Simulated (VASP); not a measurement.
# MnSe (F-43m) in VASP: single point with LDA+U

Aim: the single point of MnSe with LDA+U.

Program: VASP 6.6.1. These are calculated values, not measurements. Logs are shortened: lines on timing, memory, paths and dates and some standing lists are left out, and cuts for length are marked.

### Step 1. The cell of the first run

Symmetry: F-43m, No. 216, cubic system. The conventional cell has a = 5.820 Å, b = 5.820 Å, c = 5.820 Å, α = 90.00°, β = 90.00°, γ = 90.00°. Mn (site symmetry -43m) has 4 Se at 2.52 Å within 3.3 Å. Within 3.3 Å of Se (site symmetry -43m) lie 4 Mn at 2.52 Å.

### Step 2. Single point, LDA+U, collinear spin, ferromagnetic start

Contents of INCAR:

```
SYSTEM = MnSe
PREC = Accurate
ENCUT = 520
EDIFF = 1E-6
ISMEAR = 0
SIGMA = 0.05
LREAL = .FALSE.
LASPH = .TRUE.
NELM = 150
ALGO = Normal
ISIF = 2
LWAVE = .FALSE.
LCHARG = .TRUE.
ISPIN = 2
MAGMOM = 5 0
LORBIT = 11
LMAXMIX = 4
LDAU = .TRUE.
LDAUTYPE = 2
LDAUL = 2 -1
LDAUU = 6 0
LDAUJ = 0 0
LDAUPRINT = 1
LELF = .TRUE.
LVHAR = .TRUE.
NBANDS = 20
```

Contents of KPOINTS:

```
regular mesh
0
G
  6 6 6
  0 0 0
```

Contents of POSCAR:

```
MnSe
1.0
    0.0000000000      2.9099991700      2.9099991700
    2.9099991700      0.0000000000      2.9099991700
    2.9099991700      2.9099991700      0.0000000000
Mn Se
1 1
Direct
    0.0000000000      0.0000000000      0.0000000000
    0.7500000000      0.7500000000      0.7500000000
```

Potentials or basis: VASP PAW LDA potentials, release 64 (Mn_pv, Se).

On the command line:

```bash
> cat potpaw_LDA.64/Mn_pv/POTCAR potpaw_LDA.64/Se/POTCAR > POTCAR
> mpirun -np 1 vasp_std > vasp.out
```

OUTCAR:

```text
SYSTEM = MnSe
   PREC = Accurate
   ENCUT = 520
   EDIFF = 1E-6
   ISMEAR = 0
   LREAL = .FALSE.
   LASPH = .TRUE.
   NELM = 150
   ISIF = 2
   ISPIN = 2
   LORBIT = 11

 ion  position               nearest neighbor table
   1  0.000  0.000  0.000-   2 2.52   2 2.52   2 2.52   2 2.52
   2  0.750  0.750  0.750-   1 2.52   1 2.52   1 2.52   1 2.52

  LATTYP: Found a face centered cubic cell.
 ALAT       =     5.8199983400

  Lattice vectors:

 A1 = (   0.0000000000,   2.9099991700,   2.9099991700)
 A2 = (   2.9099991700,   0.0000000000,   2.9099991700)
 A3 = (   2.9099991700,   2.9099991700,   0.0000000000)

Analysis of symmetry for initial positions (statically):
=====================================================================
 Subroutine PRICEL returns:
 Original cell was already a primitive cell.

 Routine SETGRP: Setting up the symmetry group for a
 face centered cubic supercell.

 Subroutine GETGRP returns: Found 24 space group operations
 (whereof 24 operations were pure point group operations)
 out of a pool of 48 trial point group operations.

The static configuration has the point symmetry T_d .

Analysis of symmetry for dynamics (positions and initial velocities):
=====================================================================
 Subroutine PRICEL returns:
 Original cell was already a primitive cell.

 Routine SETGRP: Setting up the symmetry group for a
 face centered cubic supercell.

 Subroutine GETGRP returns: Found 24 space group operations
 (whereof 24 operations were pure point group operations)
 out of a pool of 48 trial point group operations.

The dynamic configuration has the point symmetry T_d .

Analysis of structural, dynamic, and magnetic symmetry:
=====================================================================
 Subroutine PRICEL returns:
 Original cell was already a primitive cell.

 Routine SETGRP: Setting up the symmetry group for a
 face centered cubic supercell.

 Subroutine GETGRP returns: Found 24 space group operations
 (whereof 24 operations were pure point group operations)
 out of a pool of 48 trial point group operations.

The overall configuration has the point symmetry T_d .

 Subroutine INISYM returns: Found 24 space group operations
 (whereof 24 operations are pure point group operations),
 and found     1 'primitive' translations

----------------------------------------------------------------------------------------

                                     Primitive cell

  volume of cell :      49.2843

  direct lattice vectors                    reciprocal lattice vectors
     0.000000000  2.909999170  2.909999170    -0.171821355  0.171821355  0.171821355
     2.909999170  0.000000000  2.909999170     0.171821355 -0.171821355  0.171821355
     2.909999170  2.909999170  0.000000000     0.171821355  0.171821355 -0.171821355

  length of vectors
     4.115360293  4.115360293  4.115360293     0.297603316  0.297603316  0.297603316

  position of ions in fractional coordinates (direct lattice)
     0.000000000  0.000000000  0.000000000
     0.750000000  0.750000000  0.750000000

  ion indices of the primitive-cell ions
   primitive index   ion index
                 1           1
                 2           2

----------------------------------------------------------------------------------------

 KPOINTS: regular mesh

Automatic generation of k-mesh.
 Grid dimensions read from file:
 generate k-points for:    6    6    6

 Generating k-lattice:

  Cartesian coordinates                     Fractional coordinates (reciprocal lattice)
    -0.028636892  0.028636892  0.028636892     0.166666667  0.000000000  0.000000000
     0.028636892 -0.028636892  0.028636892     0.000000000  0.166666667  0.000000000
     0.028636892  0.028636892 -0.028636892     0.000000000  0.000000000  0.166666667
[... 62 lines left out ...]
   EFERMI =   0.00;   METHOD = LEGACY
   ISMEAR =     0;   SIGMA  =   0.05  broadening in eV -4-tet -1-fermi 0-gaus
   EFERMI_NEDOS =   21; number of points for ismear=-14 and -15
   IALGO  =     38    algorithm
   IMIX   =      4    mixing-type and parameters
     AMIX     =   0.40;   BMIX     =  1.00
     AMIX_MAG =   1.60;   BMIX_MAG =  1.00
  volume/ion in A,a.u.               =      24.64       166.29
  Fermi-wavevector in a.u.,A,eV,Ry     =   1.191488  2.251587 19.315439  1.419645
  Thomas-Fermi vector in A             =   2.327549
   LORBIT       =     11    0 simple, 1 ext, 2 COOP (PROOUT), +10 PAW based schemes
 LDA+U is selected, type is set to LDAUTYPE =  2
   angular momentum for each species LDAUL =     2   -1
   U (eV)           for each species LDAUU =   6.0  0.0
   J (eV)           for each species LDAUJ =   0.0  0.0
   GGA     = CA    functional components
   LHFCALC =     F    Hartree Fock is set to
   AEXX    =    0.0000 exact exchange contribution
   IVDW    =     0    specifies the selected vdW correction
   LEPSILON=     F    determine dielectric tensor
   LRPA    =     F    only Hartree local field effects (RPA)
 spin polarized calculation
 Gauss-broadening in eV      SIGMA  =   0.05
  energy-cutoff  :      520.00
  volume of cell :       49.28
 maximum number of plane-waves:      1363
 NGX is ok and might be reduce to    32
   NGX = 15   NGY = 15   NGZ = 15

atom =   1  type =  1  l = 2

 onsite density matrix

spin component  1

  0.9454 -0.0000 -0.0000  0.0000  0.0000
 -0.0000  0.9454 -0.0000  0.0000  0.0000
 -0.0000 -0.0000  0.9378  0.0000 -0.0000
  0.0000  0.0000  0.0000  0.9454  0.0000
  0.0000  0.0000 -0.0000  0.0000  0.9378

spin component  2

  0.0508 -0.0000  0.0000  0.0000 -0.0000
 -0.0000  0.0508  0.0000 -0.0000 -0.0000
  0.0000  0.0000  0.0150 -0.0000  0.0000
  0.0000 -0.0000 -0.0000  0.0508 -0.0000
 -0.0000 -0.0000  0.0000 -0.0000  0.0150

 occupancies and eigenvectors

  o =  0.0150  v =  0.0000  0.0000  0.0000  0.0000  0.0000  0.0000 -0.0000  0.9977  0.0000 -0.0673      0.0000  0.0000  0.0000  0.0000  0.0000  0.0000  0.0000  0.0000  0.0000  0.0000
  o =  0.0150  v =  0.0000  0.0000  0.0000  0.0000  0.0000  0.0000  0.0000  0.0673  0.0000  0.9977      0.0000  0.0000  0.0000  0.0000  0.0000  0.0000  0.0000  0.0000  0.0000  0.0000
  o =  0.0508  v =  0.0000  0.0000  0.0000  0.0000  0.0000  0.0000  0.0091 -0.0000  1.0000 -0.0000      0.0000  0.0000  0.0000  0.0000  0.0000  0.0000  0.0000  0.0000  0.0000  0.0000
  o =  0.0508  v =  0.0000  0.0000  0.0000  0.0000  0.0000  0.0000 -1.0000 -0.0000  0.0091  0.0000      0.0000  0.0000  0.0000  0.0000  0.0000  0.0000  0.0000  0.0000  0.0000  0.0000
  o =  0.0508  v =  0.0000  0.0000  0.0000  0.0000  0.0000  1.0000  0.0000  0.0000  0.0000  0.0000      0.0000  0.0000  0.0000  0.0000  0.0000  0.0000  0.0000  0.0000  0.0000  0.0000
  o =  0.9378  v =  0.0000 -0.0000 -0.0456  0.0000 -0.9990  0.0000  0.0000  0.0000  0.0000  0.0000      0.0000  0.0000  0.0000  0.0000  0.0000  0.0000  0.0000  0.0000  0.0000  0.0000
  o =  0.9378  v =  0.0000  0.0000  0.9990  0.0000 -0.0456  0.0000  0.0000  0.0000  0.0000  0.0000      0.0000  0.0000  0.0000  0.0000  0.0000  0.0000  0.0000  0.0000  0.0000  0.0000
  o =  0.9454  v =  0.0000  0.9981 -0.0000  0.0612 -0.0000  0.0000  0.0000  0.0000  0.0000  0.0000      0.0000  0.0000  0.0000  0.0000  0.0000  0.0000  0.0000  0.0000  0.0000  0.0000
  o =  0.9454  v =  1.0000  0.0000  0.0000  0.0000  0.0000  0.0000  0.0000  0.0000  0.0000  0.0000      0.0000  0.0000  0.0000  0.0000  0.0000  0.0000  0.0000  0.0000  0.0000  0.0000
  o =  0.9454  v =  0.0000 -0.0612 -0.0000  0.9981  0.0000  0.0000  0.0000  0.0000  0.0000  0.0000      0.0000  0.0000  0.0000  0.0000  0.0000  0.0000  0.0000  0.0000  0.0000  0.0000

 number of electron      19.0000010 magnetization       5.0000005

 Free energy of the ion-electron system (eV)
  ---------------------------------------------------
  ext. energy  EPLUGINS =         0.00000000
  ---------------------------------------------------
  free energy    TOTEN  =       -12.20225442 eV

  energy without entropy =      -12.20225442  energy(sigma->0) =      -12.20225442

 E-fermi :   3.6362     XC(G=0):  -9.4794

 val. band max:        3.3720205313   @ k =   0.0000   0.0000   0.0000
 cond. band min:       4.3443267937   @ k =   0.0000   0.0000   0.0000
 fundamental gap:      0.9723062624
 Fermi energy:         3.6361669676

 spin component 1

 k-point     1 :       0.0000    0.0000    0.0000
  band No.  band energies     occupation
      1     -46.8531      1.00000
      2     -46.8531      1.00000
      3     -46.8531      1.00000
      4     -10.0570      1.00000
      5      -2.8705      1.00000
      6      -2.8705      1.00000
[... 344 lines left out ...]
      6      -2.4144      1.00000
[... 12 lines left out ...]
     19      16.6362      0.00000
     20      16.7359      0.00000
 Fermi energy:         3.6361669676

 spin component 2

 k-point     1 :       0.0000    0.0000    0.0000
  band No.  band energies     occupation
      1     -42.3566      1.00000
      2     -42.3566      1.00000
      3     -42.3566      1.00000
      4      -9.8510      1.00000
      5       1.3819      1.00000
      6       1.3819      1.00000
[... 357 lines left out ...]
     19      17.1876      0.00000
     20      17.7693      0.00000

------------------------ aborting loop because EDIFF is reached ----------------------------------------

  FORCE on cell =-STRESS in cart. coord.  units (eV):
  Direction    XX          YY          ZZ          XY          YZ          ZX
  --------------------------------------------------------------------------------------
  -------------------------------------------------------------------------------------
  Total        0.8378483      0.8378483      0.8378483      0.0000000     -0.0000000     -0.0000000
  in kB       27.2375086     27.2375086     27.2375086      0.0000000     -0.0000000     -0.0000000
  external PRESSURE =      27.2375086 kB  Pullay stress =       0.0000000 kB

 VOLUME and BASIS-vectors are now :
 -----------------------------------------------------------------------------
  energy-cutoff  :      520.00
  volume of cell :       49.28
      direct lattice vectors                 reciprocal lattice vectors
     0.000000000  2.909999170  2.909999170    -0.171821355  0.171821355  0.171821355
     2.909999170  0.000000000  2.909999170     0.171821355 -0.171821355  0.171821355
     2.909999170  2.909999170  0.000000000     0.171821355  0.171821355 -0.171821355

 POSITION                                       TOTAL-FORCE (eV/Angst)
 -----------------------------------------------------------------------------------
      0.00000      0.00000      0.00000        -0.000000     -0.000000     -0.000000
      4.36500      4.36500      4.36500         0.000000      0.000000      0.000000
 -----------------------------------------------------------------------------------
    total drift:                               -0.000000     -0.000000     -0.000000

  FREE ENERGIE OF THE ION-ELECTRON SYSTEM (eV)
  ---------------------------------------------------
  free  energy   TOTEN  =       -12.2022544171 eV

  energy  without entropy=      -12.2022544171  energy(sigma->0) =      -12.20225442

 total charge

# of ion       s       p       d       tot
------------------------------------------
    1        0.285   6.220   4.876  11.381
    2        1.436   2.506   0.022   3.964
--------------------------------------------------
tot          1.720   8.725   4.899  15.345

 magnetization (x)

# of ion       s       p       d       tot
------------------------------------------
    1        0.043   0.053   4.519   4.615
    2        0.004   0.006   0.014   0.025
--------------------------------------------------
tot          0.048   0.059   4.534   4.640
```

Wall time 30 s (1 thread of Intel Xeon 8259CL, shared host); peak memory 0.17 GiB.

What came out:

| Quantity | Value |
| --- | --- |
| Free energy | -12.2023 eV |
| Pressure | 2.7 GPa |
| Band gap on the k mesh | 0.97 eV |
| Net moment | 5.00 μB per cell |
| Site moments | Mn +4.62; Se +0.03 μB |
| Valence electrons inside the program's atomic spheres | Mn 11.38; Se 3.96 |

Eigenvalues of the final occupation matrices:
```csv
site,spin,trace,eigenvalues
site 1 d,1,4.71,0.94 0.94 0.95 0.95 0.95
site 1 d,2,0.18,0.01 0.01 0.05 0.05 0.05
```

Caveat: a cell with one magnetic atom can't hold antiferromagnetic order, which such compounds often take. The state reached can hang on the start; a lower one may exist.
